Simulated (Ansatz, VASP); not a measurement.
# One calculation of Ca, two programs

```
Ca
1.0
     0.00000    2.76301    2.76301
     2.76301    0.00000    2.76301
     2.76301    2.76301    0.00000
Ca
1
Direct
  0.00000 0.00000 0.00000
```

Alike in both runs: functional PBE; k mesh 14 × 14 × 14; occupations gaussian, width 0.1 eV; no spin polarisation.

Ansatz relaxed the structure, and its values are those at the end. VASP's run is a single point on that final structure, the one shown.

|  | VASP | Ansatz |
| --- | --- | --- |
| version | VASP 6.6.1 | Ansatz 0.2.0 |
| potentials or method | VASP PAW PBE potentials, release 64 (Ca_sv), cutoff 520 eV | scalar-relativistic, plane waves, PAW |
| valence electrons in the cell | 10 | 10 |

|  | VASP | Ansatz | Ansatz less VASP |
| --- | --- | --- | --- |
| gap on the k mesh at the Fermi level (eV) | none | none | - |
| pressure (GPa) | 0.0 | 0.0 | 0.00 |

A gap of «none» marks a metal or a gap that the smearing closes. With one functional, cell and mesh, what is left measures potentials, basis and numerics.
